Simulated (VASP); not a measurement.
# HgF6 (Fm-3m) in VASP: density of states with PBE

Aim: the density of states of HgF6 with PBE.

Everything below comes from runs of VASP 6.6.1. Logs are shortened: lines on timing, memory, paths and dates and some standing lists are left out, and cuts for length are marked.

### 1 The cell of the first run

It takes space group Fm-3m (No. 225, cubic). The conventional cell has a = 7.086 Å, b = 7.086 Å, c = 7.086 Å, α = 90.00°, β = 90.00°, γ = 90.00°. Hg (site symmetry m-3m) has 12 F at 2.51 Å within 3.3 Å. F (site symmetry mmm) has 2 Hg at 2.51 Å and 8 F at 2.51 Å within 3.3 Å.

### 2 Density of states, PBE

Input file POSCAR:

```
HgF6
1.0
    0.0000000000      3.5432207584      3.5432207584
    3.5432207584      0.0000000000      3.5432207584
    3.5432207584      3.5432207584      0.0000000000
Hg F
1 6
Direct
    0.0000000000      0.0000000000      0.0000000000
    0.5000000000      0.5000000000      0.0000000000
    0.5000000000      0.0000000000      0.5000000000
    0.0000000000      0.0000000000      0.5000000000
    0.0000000000      0.5000000000      0.0000000000
    0.0000000000      0.5000000000      0.5000000000
    0.5000000000      0.0000000000      0.0000000000
```

Input file INCAR.step1:

```
SYSTEM = HgF6
ALGO = Normal
EDIFF = 1E-6
ENCUT = 520
GGA = PE
ISIF = 2
ISMEAR = 0
LASPH = .True.
LCHARG = .True.
LREAL = .False.
LWAVE = .False.
NBANDS = 36
NELM = 100
PREC = Accurate
SIGMA = 0.1
```

Input file KPOINTS.step1:

```
k-points
0
Gamma
  10 10 10
  0 0 0
```

Input file INCAR.step2:

```
SYSTEM = HgF6
ALGO = Normal
EDIFF = 1E-6
ENCUT = 520
GGA = PE
ICHARG = 11
ISIF = 2
ISMEAR = -5
LASPH = .True.
LCHARG = .False.
LORBIT = 11
LREAL = .False.
LWAVE = .False.
NEDOS = 1001
NELM = 100
PREC = Accurate
SIGMA = 0.1
```

Input file KPOINTS.step2:

```
k-points
0
Gamma
  15 15 15
  0 0 0
```

Potentials or basis: VASP PAW PBE potentials, release 64 (Hg, F).

Launch:

```console
cat potpaw_PBE.64/Hg/POTCAR potpaw_PBE.64/F/POTCAR > POTCAR
cp INCAR.step1 INCAR
cp KPOINTS.step1 KPOINTS
mpirun -np 1 vasp_std > vasp.out
cp INCAR.step2 INCAR
cp KPOINTS.step2 KPOINTS
mpirun -np 1 vasp_std > vasp.out
```

OUTCAR:

```text
SYSTEM = HgF6
   EDIFF = 1E-6
   ENCUT = 520
   GGA = PE
   ICHARG = 11
   ISIF = 2
   ISMEAR = -5
   LASPH = .True.
   LORBIT = 11
   LREAL = .False.
   NELM = 100
   PREC = Accurate

 ion  position               nearest neighbor table
   1  0.000  0.000  0.000-   4 2.51   5 2.51   7 2.51   3 2.51   4 2.51   6 2.51   2 2.51   5 2.51
                             6 2.51   2 2.51   3 2.51   7 2.51
   2  0.500  0.500  0.000-   1 2.51   1 2.51
   3  0.500  0.000  0.500-   1 2.51   1 2.51
   4  0.000  0.000  0.500-   1 2.51   1 2.51
   5  0.000  0.500  0.000-   1 2.51   1 2.51
   6  0.000  0.500  0.500-   1 2.51   1 2.51
   7  0.500  0.000  0.000-   1 2.51   1 2.51

  LATTYP: Found a face centered cubic cell.
 ALAT       =     7.0864415168

  Lattice vectors:

 A1 = (   0.0000000000,   3.5432207584,   3.5432207584)
 A2 = (   3.5432207584,   0.0000000000,   3.5432207584)
 A3 = (   3.5432207584,   3.5432207584,   0.0000000000)

Analysis of symmetry for initial positions (statically):
=====================================================================
 Subroutine PRICEL returns:
 Original cell was already a primitive cell.

 Routine SETGRP: Setting up the symmetry group for a
 face centered cubic supercell.

 Subroutine GETGRP returns: Found 48 space group operations
 (whereof 48 operations were pure point group operations)
 out of a pool of 48 trial point group operations.

The static configuration has the point symmetry O_h .

Analysis of symmetry for dynamics (positions and initial velocities):
=====================================================================
 Subroutine PRICEL returns:
 Original cell was already a primitive cell.

 Routine SETGRP: Setting up the symmetry group for a
 face centered cubic supercell.

 Subroutine GETGRP returns: Found 48 space group operations
 (whereof 48 operations were pure point group operations)
 out of a pool of 48 trial point group operations.

The dynamic configuration has the point symmetry O_h .

 Subroutine INISYM returns: Found 48 space group operations
 (whereof 48 operations are pure point group operations),
 and found     1 'primitive' translations

----------------------------------------------------------------------------------------

                                     Primitive cell

  volume of cell :      88.9661

  direct lattice vectors                    reciprocal lattice vectors
     0.000000000  3.543220758  3.543220758    -0.141114549  0.141114549  0.141114549
     3.543220758  0.000000000  3.543220758     0.141114549 -0.141114549  0.141114549
     3.543220758  3.543220758  0.000000000     0.141114549  0.141114549 -0.141114549

  length of vectors
     5.010870851  5.010870851  5.010870851     0.244417569  0.244417569  0.244417569

  position of ions in fractional coordinates (direct lattice)
     0.000000000  0.000000000  0.000000000
     0.500000000  0.500000000  0.000000000
     0.500000000  0.000000000  0.500000000
     0.000000000  0.000000000  0.500000000
     0.000000000  0.500000000  0.000000000
     0.000000000  0.500000000  0.500000000
     0.500000000  0.000000000  0.000000000

  ion indices of the primitive-cell ions
   primitive index   ion index
                 1           1
                 2           2
                 3           3
                 4           4
                 5           5
                 6           6
                 7           7

----------------------------------------------------------------------------------------

 KPOINTS: k-points

Automatic generation of k-mesh.
 Grid dimensions read from file:
 generate k-points for:   15   15   15

 Generating k-lattice:

  Cartesian coordinates                     Fractional coordinates (reciprocal lattice)
    -0.009407637  0.009407637  0.009407637     0.066666667  0.000000000  0.000000000
     0.009407637 -0.009407637  0.009407637     0.000000000  0.066666667  0.000000000
     0.009407637  0.009407637 -0.009407637     0.000000000  0.000000000  0.066666667

  Length of vectors
     0.016294505  0.016294505  0.016294505

  Shift w.r.t. Gamma in fractional coordinates (k-lattice)
     0.000000000  0.000000000  0.000000000

 TETIRR: Found    484 inequivalent tetrahedra from    20250

 Subroutine IBZKPT returns following result:
 ===========================================

 Found    120 irreducible k-points:

 Following reciprocal coordinates:
            Coordinates               Weight
  0.000000  0.000000  0.000000      1.000000
  0.066667  0.000000  0.000000      8.000000
  0.133333  0.000000  0.000000      8.000000
  0.200000  0.000000  0.000000      8.000000
  0.266667  0.000000  0.000000      8.000000
  0.333333  0.000000  0.000000      8.000000
[... 16 lines left out ...]
  0.133333  0.133333  0.000000      6.000000
  0.200000  0.133333  0.000000     24.000000
 [... further k-points ...]
   k-points           NKPTS =    120   k-points in BZ     NKDIM =    120   number of bands    NBANDS=     32
   number of dos      NEDOS =   1001   number of ions     NIONS =      7
   total plane-waves  NPLWV =  64000
   dimension x,y,z NGX =    40 NGY =   40 NGZ =   40
   dimension x,y,z NGXF=    80 NGYF=   80 NGZF=   80
   ions per type =               1   6
   NGX,Y,Z   is equivalent  to a cutoff of  13.27, 13.27, 13.27 a.u.
   NGXF,Y,Z  is equivalent  to a cutoff of  26.54, 26.54, 26.54 a.u.
 SYSTEM =  HgF6
   PREC   = accura    normal or accurate (medium, high low for compatibility)
   ISTART =      0    job   : 0-new  1-cont  2-samecut
   ICHARG =     11    charge: 1-file 2-atom 10-const
   ISPIN  =      1    spin polarized calculation?
   LNONCOLLINEAR =      F non collinear calculations
   LSORBIT =      F    spin-orbit coupling
   LASPH  =      T    aspherical Exc in radial PAW
   ENCUT  =  520.0 eV  38.22 Ry    6.18 a.u.   9.32  9.32  9.32*2*pi/ulx,y,z
   NELM   =    100;   NELMIN=  2; NELMDL=  0     # of ELM steps
   EDIFF  = 0.1E-05   stopping-criterion for ELM
   LREAL  =      F    real-space projection
   EDIFFG = 0.1E-04   stopping-criterion for IOM
   NSW    =      0    number of steps for IOM
   IBRION =     -1    ionic relax: 0-MD 1-quasi-New 2-CG
   NFREE  =      0    steps in history (QN), initial steepest desc. (CG)
   ISIF   =      2    stress and relaxation
   ISYM   =      2    0-nonsym 1-usesym 2-fastsym
   POTIM  = 0.5000    time-step for ionic-motion
   TEBEG  =    0.0;   TEEND  =   0.0 temperature during run
   PSTRESS=    0.0 pullay stress
   NELECT =      54.0000    total number of electrons
   NUPDOWN=      -1.0000    fix difference up-down
   EMIN   =  10.00;   EMAX   =-10.00  energy-range for DOS
   EFERMI =   0.00;   METHOD = LEGACY
   ISMEAR =    -5;   SIGMA  =   0.10  broadening in eV -4-tet -1-fermi 0-gaus
   EFERMI_NEDOS =   21; number of points for ismear=-14 and -15
   IALGO  =     38    algorithm
   IMIX   =      4    mixing-type and parameters
     AMIX     =   0.40;   BMIX     =  1.00
     AMIX_MAG =   1.60;   BMIX_MAG =  1.00
  volume/ion in A,a.u.               =      12.71        85.77
  Fermi-wavevector in a.u.,A,eV,Ry     =   1.386111  2.619369 26.140908  1.921303
  Thomas-Fermi vector in A             =   2.510457
   LORBIT       =     11    0 simple, 1 ext, 2 COOP (PROOUT), +10 PAW based schemes
   GGA     = PE    functional components
   LHFCALC =     F    Hartree Fock is set to
   AEXX    =    0.0000 exact exchange contribution
   IVDW    =     0    specifies the selected vdW correction
   LEPSILON=     F    determine dielectric tensor
   LRPA    =     F    only Hartree local field effects (RPA)
 non-spin polarized calculation
 Fermi weights with tetrahedron method with Bloechl corrections
  energy-cutoff  :      520.00
  volume of cell :       88.97
 maximum number of plane-waves:      2421
 NGX is ok and might be reduce to    40

 number of electron      54.0000010 magnetization

 Free energy of the ion-electron system (eV)
  ---------------------------------------------------
  ext. energy  EPLUGINS =         0.00000000
  ---------------------------------------------------
  free energy    TOTEN  =       -10.94077683 eV

  energy without entropy =      -10.94077683  energy(sigma->0) =      -10.94077683

 E-fermi :  -3.0439     XC(G=0):  -9.8189

 val. band max:       -3.0110688973   @ k =   0.0000   0.0000   0.0000
 cond. band min:      -3.0481698387   @ k =  -0.4000   0.4000   0.2000
 fundamental gap:     -0.0371009414
 Fermi energy:        -3.0438776849

 k-point     1 :       0.0000    0.0000    0.0000
  band No.  band energies     occupation
      1     -24.0572      2.00000
      2     -23.0628      2.00000
      3     -23.0628      2.00000
      4     -23.0628      2.00000
      5     -22.6339      2.00000
      6     -22.6339      2.00000
[... 24 lines left out ...]
     31       8.9271      0.00000
     32      11.1709      0.00000

 k-point     2 :       0.0667    0.0000    0.0000
  band No.  band energies     occupation
      1     -24.0467      2.00000
      2     -23.0739      2.00000
      3     -23.0580      2.00000
      4     -23.0580      2.00000
      5     -22.6386      2.00000
      6     -22.6386      2.00000
[... 24 lines left out ...]
     31       8.9364      0.00000
     32      11.0898      0.00000

 k-point     3 :       0.1333    0.0000    0.0000
  band No.  band energies     occupation
      1     -24.0157      2.00000
      2     -23.1067      2.00000
      3     -23.0440      2.00000
      4     -23.0440      2.00000
      5     -22.6527      2.00000
      6     -22.6527      2.00000
[... 24 lines left out ...]
     31       8.9370      0.00000
     32      10.9253      0.00000

 k-point     4 :       0.2000    0.0000    0.0000
  band No.  band energies     occupation
      1     -23.9653      2.00000
      2     -23.1603      2.00000
      3     -23.0224      2.00000
      4     -23.0224      2.00000
      5     -22.6755      2.00000
      6     -22.6755      2.00000
[... 24 lines left out ...]
     31       8.8442      0.00000
     32      10.7292      0.00000

 k-point     5 :       0.2667    0.0000    0.0000
  band No.  band energies     occupation
      1     -23.8976      2.00000
      2     -23.2318      2.00000
      3     -22.9928      2.00000
      4     -22.9928      2.00000
      5     -22.7058      2.00000
      6     -22.7058      2.00000
[... 584 lines left out ...]
     31       8.9204      0.00000
     32      10.7481      0.00000

 k-point    22 :      -0.0667    0.0667    0.0000
  band No.  band energies     occupation
      1     -24.0293      2.00000
      2     -23.0851      2.00000
      3     -23.0634      2.00000
      4     -23.0434      2.00000
      5     -22.6541      2.00000
      6     -22.6390      2.00000
[... 24 lines left out ...]
     31       8.9446      0.00000
     32      10.9794      0.00000

 k-point    23 :       0.1333    0.1333    0.0000
  band No.  band energies     occupation
      1     -24.0017      2.00000
      2     -23.0683      2.00000
      3     -23.0645      2.00000
      4     -23.0645      2.00000
      5     -22.6895      2.00000
      6     -22.6286      2.00000
[... 24 lines left out ...]
     31       8.9604      0.00000
     32      10.8052      0.00000

 k-point    24 :       0.2000    0.1333    0.0000
  band No.  band energies     occupation
      1     -23.9651      2.00000
      2     -23.1072      2.00000
      3     -23.0612      2.00000
      4     -23.0358      2.00000
      5     -22.7206      2.00000
      6     -22.6311      2.00000
[... 24 lines left out ...]
     31       8.9297      0.00000
     32      10.6174      0.00000

 [... further k-points ...]

------------------------ aborting loop because EDIFF is reached ----------------------------------------

  FORCE on cell =-STRESS in cart. coord.  units (eV):
  Direction    XX          YY          ZZ          XY          YZ          ZX
  --------------------------------------------------------------------------------------
  -------------------------------------------------------------------------------------
  Total       -0.1311418     -0.1311418     -0.1311418      0.0000000      0.0000000      0.0000000
  in kB       -2.3617126     -2.3617126     -2.3617126      0.0000000      0.0000000      0.0000000
  external PRESSURE =      -2.3617126 kB  Pullay stress =       0.0000000 kB

 VOLUME and BASIS-vectors are now :
 -----------------------------------------------------------------------------
  energy-cutoff  :      520.00
  volume of cell :       88.97
      direct lattice vectors                 reciprocal lattice vectors
     0.000000000  3.543220758  3.543220758    -0.141114549  0.141114549  0.141114549
     3.543220758  0.000000000  3.543220758     0.141114549 -0.141114549  0.141114549
     3.543220758  3.543220758  0.000000000     0.141114549  0.141114549 -0.141114549

 POSITION                                       TOTAL-FORCE (eV/Angst)
 -----------------------------------------------------------------------------------
      0.00000      0.00000      0.00000         0.000000      0.000000      0.000000
      1.77161      1.77161      3.54322        -0.000000      0.000000     -0.000000
      1.77161      3.54322      1.77161        -0.000000     -0.000000      0.000000
      1.77161      1.77161      0.00000         0.000000     -0.000000      0.000000
      1.77161      0.00000      1.77161         0.000000     -0.000000      0.000000
      3.54322      1.77161      1.77161         0.000000      0.000000     -0.000000
      0.00000      1.77161      1.77161         0.000000     -0.000000      0.000000
 -----------------------------------------------------------------------------------
    total drift:                                0.000000     -0.000000      0.000000

  FREE ENERGIE OF THE ION-ELECTRON SYSTEM (eV)
  ---------------------------------------------------
  free  energy   TOTEN  =       -10.9407768292 eV

  energy  without entropy=      -10.9407768292  energy(sigma->0) =      -10.94077683

 total charge

# of ion       s       p       d       tot
------------------------------------------
    1        0.326   0.186   9.512  10.024
    2        1.761   4.102   0.000   5.863
    3        1.761   4.102   0.000   5.863
    4        1.761   4.102   0.000   5.863
    5        1.761   4.102   0.000   5.863
    6        1.761   4.102   0.000   5.863
    7        1.761   4.102   0.000   5.863
--------------------------------------------------
tot         10.889  24.801   9.512  45.202
```

It took 2.9 min on 1 thread of Intel Xeon 6975P-C (Granite Rapids), shared host; peak memory 0.41 GiB.

What came out:

```yaml
Valence_electrons_inside_the_program's_atomic_spheres: Hg 10.02; F 5.86
```

Caveat: spin-orbit coupling is left out, which moves the levels of the heavy elements; tetrahedron occupations give inexact forces and stress in metals.
